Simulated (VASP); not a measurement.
# Mo16H (a cell with a defect) in VASP: single point with PBE

Aim: the single point of Mo16H (a cell with a defect) with PBE.

Program: VASP 6.6.1. These are calculated values, not measurements. Logs are shortened: lines on timing, memory, paths and dates and some standing lists are left out, and cuts for length are marked.

### 1 The cell of the first run

The cell holds a defect, 17 atoms: a = 6.300 Å, b = 6.300 Å, c = 6.300 Å, α = 90.00°, β = 90.00°, γ = 90.00°.

### 2 Single point, PBE

File INCAR:

```
  PREC = Accurate
  ENCUT = 520
  EDIFF = 1E-7
  ISMEAR = 0
  SIGMA = 0.1
  LREAL = Auto
  LASPH = T
  NELM = 60
  ALGO = Normal
  ISIF = 2
  LWAVE = F
  LCHARG = F
  GGA = PE
  NBANDS = 126
```

File KPOINTS:

```
regular mesh
0
Gamma
  3 3 3
```

File POSCAR:

```
Mo16H
1.0
    6.3000000000      0.0000000000      0.0000000000
    0.0000000000      6.3000000000      0.0000000000
    0.0000000000      0.0000000000      6.3000000000
Mo H
16 1
Direct
   -0.0009917460      0.0027196825      0.0001485714
    0.5006453968     -0.0002182540      0.0001485714
   -0.0108076190      0.5112611111      0.0001482540
   -0.0018271429     -0.0019357143      0.5001485714
    0.2546995238      0.2457034921      0.2666373016
    0.4977238095      0.5014255556      0.0001482540
    0.5035907937     -0.0031644444      0.5001487302
    0.7503931746      0.2505903175      0.2511442857
   -0.0012120635      0.5016298413      0.5001487302
    0.2498355556      0.7500206349      0.2511430159
    0.2546988889      0.2457042857      0.7336644444
    0.5023550794      0.5022487302      0.5001488889
    0.7482006349      0.7522185714      0.2512293651
    0.7503933333      0.2505901587      0.7491531746
    0.2498357143      0.7500206349      0.7491546032
    0.7482007937      0.7522184127      0.7490696825
    0.1915404762      0.3089207937      0.0001512698
```

Potentials or basis: VASP PAW PBE potentials, release 64 (Mo_sv, H).

Run with:

```bash
cat potpaw_PBE.64/Mo_sv/POTCAR potpaw_PBE.64/H/POTCAR > POTCAR
mpirun -np 1 vasp_std > vasp.out
```

OUTCAR:

```text
PREC = Accurate
   ENCUT = 520
   EDIFF = 1E-7
   ISMEAR = 0
   LREAL = Auto
   LASPH = T
   NELM = 60
   ISIF = 2
   GGA = PE

 ion  position               nearest neighbor table
   1  0.999  0.003  0.000-  14 2.72   8 2.72  16 2.74  13 2.74  15 2.74  10 2.74  11 2.79   5 2.79
                             3 3.10   2 3.14   4 3.15   4 3.15   2 3.16   3 3.20
   2  0.501  1.000  0.000-  16 2.71  13 2.71  14 2.73   8 2.73  15 2.73  10 2.73  11 2.76   5 2.76
                             6 3.14   1 3.14   7 3.15   7 3.15   1 3.16   6 3.16
   3  0.989  0.511  0.000-  17 1.80  16 2.67  13 2.67  15 2.73  10 2.73  14 2.73   8 2.73  11 2.90
                             5 2.90   1 3.10   6 3.10   9 3.15   9 3.15   6 3.20   1 3.20
   4  0.998  0.998  0.500-   5 2.69  11 2.69  13 2.71  16 2.71  10 2.72  15 2.72  14 2.73   8 2.73
                             7 3.12   9 3.13   1 3.15   1 3.15   9 3.17   7 3.18
   5  0.255  0.246  0.267-  17 1.77   7 2.66   4 2.69  12 2.69   9 2.71   2 2.76   1 2.79   6 2.79
                             3 2.90  11 2.94  10 3.12   8 3.12   8 3.18  10 3.18  11 3.36
   6  0.498  0.501  0.000-  15 2.72  10 2.72  16 2.74  13 2.74  14 2.74   8 2.74  11 2.79   5 2.79
                             3 3.10   2 3.14  12 3.15  12 3.15   2 3.16   3 3.20
   7  0.504  0.997  0.500-   5 2.66  11 2.66  13 2.68  16 2.68  14 2.73   8 2.73  15 2.73  10 2.73
                             4 3.12  12 3.12   2 3.15   2 3.15  12 3.18   4 3.18
   8  0.750  0.251  0.251-   1 2.72   9 2.72  12 2.72   4 2.73   7 2.73   3 2.73   2 2.73   6 2.74
                             5 3.12  14 3.14  13 3.14  13 3.16  14 3.16   5 3.18
   9  0.999  0.502  0.500-   5 2.71  11 2.71   8 2.72  14 2.72  10 2.72  15 2.72  13 2.73  16 2.73
                            12 3.13   4 3.13   3 3.15   3 3.15   4 3.17  12 3.17
  10  0.250  0.750  0.251-   6 2.72   9 2.72   4 2.72  12 2.73   7 2.73   3 2.73   2 2.73   1 2.74
                             5 3.12  15 3.14  13 3.14  13 3.16  15 3.16   5 3.18
  11  0.255  0.246  0.734-  17 1.77   7 2.66   4 2.69  12 2.69   9 2.71   2 2.76   1 2.79   6 2.79
                             3 2.90   5 2.94  15 3.12  14 3.12  14 3.18  15 3.18   5 3.36
  12  0.502  0.502  0.500-   5 2.69  11 2.69  13 2.71  16 2.71   8 2.72  14 2.72  15 2.73  10 2.73
                             7 3.12   9 3.13   6 3.15   6 3.15   9 3.17   7 3.18
  13  0.748  0.752  0.251-   3 2.67   7 2.68  12 2.71   4 2.71   2 2.71   9 2.73   6 2.74   1 2.74
                            16 3.14  10 3.14   8 3.14   8 3.16  10 3.16  16 3.16
  14  0.750  0.251  0.749-   1 2.72   9 2.72  12 2.72   4 2.73   7 2.73   3 2.73   2 2.73   6 2.74
                            11 3.12   8 3.14  16 3.14  16 3.16   8 3.16  11 3.18
  15  0.250  0.750  0.749-   6 2.72   9 2.72   4 2.72  12 2.73   7 2.73   3 2.73   2 2.73   1 2.74
                            11 3.12  10 3.14  16 3.14  16 3.16  10 3.16  11 3.18
  16  0.748  0.752  0.749-   3 2.67   7 2.68  12 2.71   4 2.71   2 2.71   9 2.73   6 2.74   1 2.74
                            13 3.14  15 3.14  14 3.14  14 3.16  15 3.16  13 3.16
  17  0.192  0.309  0.000-   5 1.77  11 1.77   3 1.80

  LATTYP: Found a simple cubic cell.
 ALAT       =     6.3000000000

  Lattice vectors:

 A1 = (   6.3000000000,   0.0000000000,   0.0000000000)
 A2 = (   0.0000000000,   6.3000000000,   0.0000000000)
 A3 = (   0.0000000000,   0.0000000000,   6.3000000000)

Analysis of symmetry for initial positions (statically):
=====================================================================
 Subroutine PRICEL returns:
 Original cell was already a primitive cell.

 Routine SETGRP: Setting up the symmetry group for a
 simple cubic supercell.

 Subroutine GETGRP returns: Found  2 space group operations
 (whereof  1 operations were pure point group operations)
 out of a pool of 48 trial point group operations.

The static configuration has the point symmetry C_1 .
 The point group associated with its full space group is C_1h.

Analysis of symmetry for dynamics (positions and initial velocities):
=====================================================================
 Subroutine PRICEL returns:
 Original cell was already a primitive cell.

 Routine SETGRP: Setting up the symmetry group for a
 simple cubic supercell.

 Subroutine GETGRP returns: Found  2 space group operations
 (whereof  1 operations were pure point group operations)
 out of a pool of 48 trial point group operations.

The dynamic configuration has the point symmetry C_1 .
 The point group associated with its full space group is C_1h.

 Subroutine INISYM returns: Found  2 space group operations
 (whereof  1 operations are pure point group operations),
 and found     1 'primitive' translations

----------------------------------------------------------------------------------------

                                     Primitive cell
[... 63 lines left out ...]
     0.000000000  0.000000000  0.052910053     0.000000000  0.000000000  0.333333333

  Length of vectors
     0.052910053  0.052910053  0.052910053

  Shift w.r.t. Gamma in fractional coordinates (k-lattice)
     0.000000000  0.000000000  0.000000000

 Subroutine IBZKPT returns following result:
 ===========================================

 Found     10 irreducible k-points:

 Following reciprocal coordinates:
            Coordinates               Weight
  0.000000  0.000000  0.000000      1.000000
  0.333333  0.000000  0.000000      2.000000
  0.000000  0.333333  0.000000      2.000000
  0.000000  0.000000  0.333333      2.000000
  0.333333  0.333333  0.000000      2.000000
  0.000000  0.333333  0.333333      4.000000
  0.333333  0.000000  0.333333      4.000000
 -0.333333  0.333333  0.000000      2.000000
  0.333333  0.333333  0.333333      4.000000
 -0.333333  0.333333  0.333333      4.000000
   k-points           NKPTS =     10   k-points in BZ     NKDIM =     10   number of bands    NBANDS=    126
   number of dos      NEDOS =    301   number of ions     NIONS =     17
   total plane-waves  NPLWV = 110592
   dimension x,y,z NGX =    48 NGY =   48 NGZ =   48
   dimension x,y,z NGXF=    96 NGYF=   96 NGZF=   96
   ions per type =              16   1
   NGX,Y,Z   is equivalent  to a cutoff of  12.67, 12.67, 12.67 a.u.
   NGXF,Y,Z  is equivalent  to a cutoff of  25.33, 25.33, 25.33 a.u.
 SYSTEM =  unknown system
   PREC   = accura    normal or accurate (medium, high low for compatibility)
   ISTART =      0    job   : 0-new  1-cont  2-samecut
   ICHARG =      2    charge: 1-file 2-atom 10-const
   ISPIN  =      1    spin polarized calculation?
   LNONCOLLINEAR =      F non collinear calculations
   LSORBIT =      F    spin-orbit coupling
   LASPH  =      T    aspherical Exc in radial PAW
   ENCUT  =  520.0 eV  38.22 Ry    6.18 a.u.  11.71 11.71 11.71*2*pi/ulx,y,z
   NELM   =     60;   NELMIN=  2; NELMDL= -5     # of ELM steps
   EDIFF  = 0.1E-06   stopping-criterion for ELM
   LREAL  =      T    real-space projection
   EDIFFG = 0.1E-05   stopping-criterion for IOM
   NSW    =      0    number of steps for IOM
   IBRION =     -1    ionic relax: 0-MD 1-quasi-New 2-CG
   NFREE  =      0    steps in history (QN), initial steepest desc. (CG)
   ISIF   =      2    stress and relaxation
   ISYM   =      2    0-nonsym 1-usesym 2-fastsym
   POTIM  = 0.5000    time-step for ionic-motion
   TEBEG  =    0.0;   TEEND  =   0.0 temperature during run
   PSTRESS=    0.0 pullay stress
   NELECT =     225.0000    total number of electrons
   NUPDOWN=      -1.0000    fix difference up-down
   EMIN   =  10.00;   EMAX   =-10.00  energy-range for DOS
   EFERMI =   0.00;   METHOD = LEGACY
   ISMEAR =     0;   SIGMA  =   0.10  broadening in eV -4-tet -1-fermi 0-gaus
   EFERMI_NEDOS =   21; number of points for ismear=-14 and -15
   IALGO  =     38    algorithm
   IMIX   =      4    mixing-type and parameters
     AMIX     =   0.40;   BMIX     =  1.00
     AMIX_MAG =   1.60;   BMIX_MAG =  1.00
  volume/ion in A,a.u.               =      14.71        99.26
  Fermi-wavevector in a.u.,A,eV,Ry     =   1.580502  2.986716 33.987182  2.497987
  Thomas-Fermi vector in A             =   2.680720
   LORBIT       =      0    0 simple, 1 ext, 2 COOP (PROOUT), +10 PAW based schemes
   GGA     = PE    functional components
   LHFCALC =     F    Hartree Fock is set to
   AEXX    =    0.0000 exact exchange contribution
   IVDW    =     0    specifies the selected vdW correction
   LEPSILON=     F    determine dielectric tensor
   LRPA    =     F    only Hartree local field effects (RPA)
 non-spin polarized calculation
 Gauss-broadening in eV      SIGMA  =   0.10
  energy-cutoff  :      520.00
  volume of cell :      250.05
 maximum number of plane-waves:      6763
   NGX = 23   NGY = 23   NGZ = 23

 number of electron     225.0000019 magnetization

 Free energy of the ion-electron system (eV)
  ---------------------------------------------------
  ext. energy  EPLUGINS =         0.00000000
  ---------------------------------------------------
  free energy    TOTEN  =      -177.65945594 eV

  energy without entropy =     -177.58178042  energy(sigma->0) =     -177.62061818

 E-fermi :  12.7793     XC(G=0): -13.4254

 val. band max:       12.7668995985   @ k =   0.0000   0.3333   0.0000
 cond. band min:      12.7945965896   @ k =   0.0000   0.0000   0.3333
 fundamental gap:      0.0276969910
 Fermi energy:        12.7793489907

 k-point     1 :       0.0000    0.0000    0.0000
  band No.  band energies     occupation
      1     -48.6142      2.00000
      2     -48.3997      2.00000
      3     -48.3794      2.00000
      4     -48.3686      2.00000
      5     -48.3685      2.00000
      6     -48.3595      2.00000
[... 1259 lines left out ...]
    123      14.0173      0.00000
    124      14.1056      0.00000
 [bands above 124 left out]

------------------------ aborting loop because EDIFF is reached ----------------------------------------

  FORCE on cell =-STRESS in cart. coord.  units (eV):
  Direction    XX          YY          ZZ          XY          YZ          ZX
  --------------------------------------------------------------------------------------
  -------------------------------------------------------------------------------------
  Total        8.7912588      8.7940026     13.2502620     -1.3033153      0.0000000      0.0000000
  in kB       56.3300322     56.3476128     84.9011164     -8.3509987      0.0000000      0.0000000
  external PRESSURE =      65.8595872 kB  Pullay stress =       0.0000000 kB

 VOLUME and BASIS-vectors are now :
 -----------------------------------------------------------------------------
  energy-cutoff  :      520.00
  volume of cell :      250.05
      direct lattice vectors                 reciprocal lattice vectors
     6.300000000  0.000000000  0.000000000     0.158730159  0.000000000  0.000000000
     0.000000000  6.300000000  0.000000000     0.000000000  0.158730159  0.000000000
     0.000000000  0.000000000  6.300000000     0.000000000  0.000000000  0.158730159

 POSITION                                       TOTAL-FORCE (eV/Angst)
 -----------------------------------------------------------------------------------
      6.29375      0.01713      0.00094        -0.001215     -0.016629      0.000000
      3.15407      6.29862      0.00094         0.008911     -0.009345      0.000000
      6.23191      3.22094      0.00093        -0.003830      0.001575      0.000000
      6.28849      6.28780      3.15094        -0.002914      0.007480      0.000000
      1.60461      1.54793      1.67982         0.002096     -0.000873      0.047431
      3.13566      3.15898      0.00093         0.015666      0.000777      0.000000
[... 9 lines left out ...]
      4.71367      4.73898      4.71914         0.000916     -0.000050      0.006925
      1.20671      1.94620      0.00095         0.026183     -0.025471      0.000000
 -----------------------------------------------------------------------------------
    total drift:                               -0.001871     -0.001466      0.383911

  FREE ENERGIE OF THE ION-ELECTRON SYSTEM (eV)
  ---------------------------------------------------
  free  energy   TOTEN  =      -177.6594559379 eV

  energy  without entropy=     -177.5817804161  energy(sigma->0) =     -177.62061818
```

Run time: 29 min. Hardware: 1 thread of Intel Xeon 8259CL, shared host; peak memory 0.45 GiB.

What came out:

- Free energy: -177.6595 eV
- Pressure: 6.6 GPa
- Largest force: 0.047 eV/Å
- Band gap on the k mesh: zero (an odd number of electrons rules out a gap without spin polarisation)

Forces on the atoms (eV/Å):
```
Mo  -0.001 -0.017  0.000
Mo   0.009 -0.009  0.000
Mo  -0.004  0.002  0.000
Mo  -0.003  0.007  0.000
Mo   0.002 -0.001  0.047
Mo   0.016  0.001  0.000
Mo  -0.015  0.014  0.000
Mo  -0.010  0.005  0.001
Mo   0.005 -0.004  0.000
Mo  -0.006  0.010  0.001
Mo   0.002 -0.001 -0.047
Mo  -0.008  0.003  0.000
Mo   0.001  0.000 -0.007
Mo  -0.010  0.005 -0.001
Mo  -0.006  0.010 -0.001
Mo   0.001  0.000  0.007
H    0.026 -0.025  0.000
```

The gap in the log of VASP goes by the Fermi energy; the results here count the filled bands.